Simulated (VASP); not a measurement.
# AlN (F-43m) in VASP: notebook, part 2 of 2

VASP 6.6.1.

## (3) Vibrations by perturbation theory, PBE

This run uses another cell than the first one, of 10.67 Å³/atom, 1.020 times its volume.

Contents of INCAR:

```
PREC = Accurate ; ENCUT = 520
EDIFF = 1E-8 ; ISMEAR = 0
SIGMA = 0.01 ; LREAL = False
LASPH = True ; NELM = 80
ALGO = Normal ; ISIF = 2
LWAVE = False ; LCHARG = False
GGA = PE ; NBANDS = 11
IBRION = 8 ; NSW = 1
LEPSILON = True
```

Contents of KPOINTS:

```
regular mesh
0
Gamma
  10 10 10
```

Contents of POSCAR:

```
AlN
1.0
    0.0000000000      2.2015871054      2.2015871054
    2.2015871054      0.0000000000      2.2015871054
    2.2015871054      2.2015871054      0.0000000000
Al N
1 1
Direct
    0.0000000000      0.0000000000      0.0000000000
    0.7500000000      0.7500000000      0.7500000000
```

Potentials or basis: VASP PAW PBE potentials, release 64 (Al, N).

The run is started by

```console
$ cat potpaw_PBE.64/Al/POTCAR potpaw_PBE.64/N/POTCAR > POTCAR
$ mpirun -np 1 vasp_std > vasp.out
```

OUTCAR:

```text
PREC = Accurate
   ENCUT = 520
   EDIFF = 1E-8
   ISMEAR = 0
   LREAL = False
   LASPH = True
   NELM = 80
   ISIF = 2
   GGA = PE
   IBRION = 8
   NSW = 1
   LEPSILON = True

 ion  position               nearest neighbor table
   1  0.000  0.000  0.000-   2 1.91   2 1.91   2 1.91   2 1.91
   2  0.750  0.750  0.750-   1 1.91   1 1.91   1 1.91   1 1.91

  LATTYP: Found a face centered cubic cell.
 ALAT       =     4.4031742108

  Lattice vectors:

 A1 = (   0.0000000000,   2.2015871054,   2.2015871054)
 A2 = (   2.2015871054,   0.0000000000,   2.2015871054)
 A3 = (   2.2015871054,   2.2015871054,   0.0000000000)

Analysis of symmetry for initial positions (statically):
=====================================================================
 Subroutine PRICEL returns:
 Original cell was already a primitive cell.

 Routine SETGRP: Setting up the symmetry group for a
 face centered cubic supercell.

 Subroutine GETGRP returns: Found 24 space group operations
 (whereof 24 operations were pure point group operations)
 out of a pool of 48 trial point group operations.

The static configuration has the point symmetry T_d .

Analysis of symmetry for dynamics (positions and initial velocities):
=====================================================================
 Subroutine PRICEL returns:
 Original cell was already a primitive cell.

 Routine SETGRP: Setting up the symmetry group for a
 face centered cubic supercell.

 Subroutine GETGRP returns: Found 24 space group operations
 (whereof 24 operations were pure point group operations)
 out of a pool of 48 trial point group operations.

The dynamic configuration has the point symmetry T_d .

 Subroutine INISYM returns: Found 24 space group operations
 (whereof 24 operations are pure point group operations),
 and found     1 'primitive' translations

----------------------------------------------------------------------------------------

                                     Primitive cell

  volume of cell :      21.3421

  direct lattice vectors                    reciprocal lattice vectors
     0.000000000  2.201587105  2.201587105    -0.227108888  0.227108888  0.227108888
     2.201587105  0.000000000  2.201587105     0.227108888 -0.227108888  0.227108888
     2.201587105  2.201587105  0.000000000     0.227108888  0.227108888 -0.227108888

  length of vectors
     3.113514343  3.113514343  3.113514343     0.393364133  0.393364133  0.393364133

  position of ions in fractional coordinates (direct lattice)
     0.000000000  0.000000000  0.000000000
     0.750000000  0.750000000  0.750000000

  ion indices of the primitive-cell ions
   primitive index   ion index
                 1           1
[... 522 lines left out ...]
    -0.00032  0.63206  0.00000
     0.63206 -0.00032  0.00000
     0.00000  0.00000  0.00035

--------------------------------------- Ionic step        4  -------------------------------------------

------------------------ aborting loop because EDIFF is reached ----------------------------------------

[... ionic steps 5 to 6 ...]

--------------------------------------- Ionic step        7  -------------------------------------------

 Free energy of the ion-electron system (eV)
  ---------------------------------------------------
  ---------------------------------------------------
  free energy    TOTEN  =        -0.23815419 eV

  energy without entropy =       -0.23815419

------------------------ aborting loop because EDIFF is reached ----------------------------------------

 INTERNAL STRAIN TENSOR  FOR ION    2  DIRECTION 1   (eV/Angst):
 -----------------------------------------------------------------------------
    -0.00004  0.00000  0.00000
     0.00000  0.00032  7.98610
     0.00000  7.98610  0.00032

 MACROSCOPIC STATIC DIELECTRIC TENSOR (including local field effects in DFT)
 ------------------------------------------------------
           4.623436     0.000000    -0.000000
          -0.000000     4.623436    -0.000000
          -0.000000    -0.000000     4.623436
 ------------------------------------------------------

 PIEZOELECTRIC TENSOR (including local field effects)  for field in x, y, z        (e  Angst)
          XX          YY          ZZ          XY          YZ          ZX
  --------------------------------------------------------------------------------
  x     0.00000     0.00000    -0.00000     0.00000     0.84165     0.00000
  y     0.00000    -0.00000    -0.00000     0.00000     0.00000     0.84165
  z     0.00000    -0.00000    -0.00000     0.84165     0.00000     0.00000

 PIEZOELECTRIC TENSOR (including local field effects)  for field in x, y, z        (C/m^2)
          XX          YY          ZZ          XY          YZ          ZX
  --------------------------------------------------------------------------------
  x     0.00000     0.00000    -0.00000     0.00000     0.63184     0.00000
  y     0.00000    -0.00000    -0.00000     0.00000     0.00000     0.63184
  z     0.00000    -0.00000    -0.00000     0.63184     0.00000     0.00000

 BORN EFFECTIVE CHARGES (including local field effects) (in |e|, cummulative output)
 ---------------------------------------------------------------------------------
 ion    1
    1     2.53743    -0.00000    -0.00000
    2    -0.00000     2.53743     0.00000
    3     0.00000     0.00000     2.53743
 ion    2
    1    -2.53743     0.00000     0.00000
    2     0.00000    -2.53743     0.00000
    3     0.00000    -0.00000    -2.53743

 INTERNAL STRAIN TENSOR FOR ION    2 for displacements in x,y,z  (eV/Angst):
          X           Y           Z          XY          YZ          ZX
  --------------------------------------------------------------------------------
  x     0.00000     0.00000     0.00000     0.00000     7.98610     0.00000
  y    -0.00000     0.00000    -0.00000     0.00000     0.00000     7.98610
  z     0.00000     0.00000     0.00000     7.98610     0.00000     0.00000

 SECOND DERIVATIVES (NOT SYMMETRIZED)
 ------------------------------------
               1X          1Y          1Z          2X          2Y          2Z
  1X   -13.693353    0.000000    0.000000   13.693353    0.000000    0.000000
  1Y     0.000000  -13.693353    0.000000    0.000000   13.693353    0.000000
  1Z     0.000000    0.000000  -13.693353    0.000000    0.000000   13.693353
  2X    13.691928    0.000000    0.000000  -13.691928    0.000000    0.000000
  2Y     0.000000   13.691928    0.000000    0.000000  -13.691928    0.000000
  2Z     0.000000    0.000000   13.691928    0.000000    0.000000  -13.691928

 Eigenvectors and eigenvalues of the dynamical matrix
 ----------------------------------------------------

   1 f  =   19.053676 THz   119.717777 2PiTHz  635.562218 cm-1    78.799637 meV
             X         Y         Z           dx          dy          dz
      0.000000  0.000000  0.000000    -0.000000    0.584518   -0.000000
      3.302381  3.302381  3.302381     0.000000   -0.811381   -0.000000
[... 21 lines left out ...]
   6 f/i=    0.000470 THz     0.002954 2PiTHz    0.015684 cm-1     0.001945 meV
             X         Y         Z           dx          dy          dz
      0.000000  0.000000  0.000000     0.008461   -0.809731    0.051017
      3.302381  3.302381  3.302381     0.006096   -0.583329    0.036753

--------------------------------------------------------------------------------------------------------

 MACROSCOPIC STATIC DIELECTRIC TENSOR IONIC CONTRIBUTION
 ------------------------------------------------------
           3.986843     0.000000     0.000000
           0.000000     3.986843     0.000000
           0.000000     0.000000     3.986843
 ------------------------------------------------------

 ELASTIC MODULI CONTR FROM IONIC RELAXATION (kBar)
 Direction    XX          YY          ZZ          XY          YZ          ZX
 --------------------------------------------------------------------------------
 XX          -0.0000      0.0000      0.0000     -0.0000      0.0000      0.0000
 YY           0.0000     -0.0000      0.0000     -0.0000     -0.0000     -0.0000
 ZZ           0.0000      0.0000     -0.0000      0.0000     -0.0000      0.0000
 XY          -0.0000     -0.0000      0.0000   -327.0775      0.0000     -0.0000
 YZ           0.0000     -0.0000     -0.0000      0.0000   -327.0775     -0.0000
 ZX           0.0000     -0.0000      0.0000     -0.0000     -0.0000   -327.0775
 --------------------------------------------------------------------------------

 PIEZOELECTRIC TENSOR IONIC CONTR  for field in x, y, z        (C/m^2)
          XX          YY          ZZ          XY          YZ          ZX
  --------------------------------------------------------------------------------
  x     0.00000    -0.00000    -0.00000     0.00000    -1.07451    -0.00000
  y     0.00000    -0.00000     0.00000    -0.00000    -0.00000    -1.07451
  z    -0.00000    -0.00000     0.00000    -1.07451    -0.00000    -0.00000
```

OSZICAR:

```text
N       E                     dE             d eps       ncg     rms          rms(c)
DAV:   1     0.118171781708E+02    0.11817E+02   -0.38628E+03  1066   0.603E+02
DAV:   2    -0.161960948026E+02   -0.28013E+02   -0.26669E+02  1247   0.138E+02
DAV:   3    -0.171778526712E+02   -0.98176E+00   -0.98034E+00  1271   0.245E+01
DAV:   4    -0.171830098068E+02   -0.51571E-02   -0.51568E-02  1189   0.193E+00
[... 136 lines left out ...]
RMM:   5    -0.238146345756E+00   -0.49168E-04   -0.15424E-05  6346   0.334E-02    0.217E-03
RMM:   6    -0.238159639556E+00   -0.13294E-04   -0.19880E-07  6578   0.286E-03    0.105E-03
RMM:   7    -0.238155448759E+00    0.41908E-05   -0.81748E-08  6373   0.129E-03    0.933E-05
RMM:   8    -0.238154188407E+00    0.12604E-05   -0.27227E-09  6648   0.134E-04    0.506E-05
RMM:   9    -0.238154185282E+00    0.31249E-08    0.59019E-10  6591   0.622E-05    0.502E-06
 Linear response finished
```

It took 1.8 min on 1 thread of Intel Xeon Platinum 8375C at 2.90GHz (Ice Lake), shared host; peak memory 0.22 GiB.

What came out:

| Property | Result |
| --- | --- |
| Electronic dielectric tensor (diagonal) | 4.62 |
| Born charges (mean of the diagonal) | Al +2.54; N -2.54 e |
| Highest phonon frequency at Γ, LO-TO splitting left out | 636 cm⁻¹ |

Phonon frequencies in cm⁻¹ (negative: imaginary):
```
              q point        frequencies
(0.000, 0.000, 0.000)  0 0 0 636 636 636
```

Electronic dielectric tensor:
```
4.62 0.00 0.00
0.00 4.62 0.00
0.00 0.00 4.62
```

Born effective charge tensors (e):
atom 1, Al
```
2.54 0.00 0.00
0.00 2.54 0.00
0.00 0.00 2.54
```
atom 2, N
```
-2.54  0.00  0.00
 0.00 -2.54  0.00
 0.00  0.00 -2.54
```
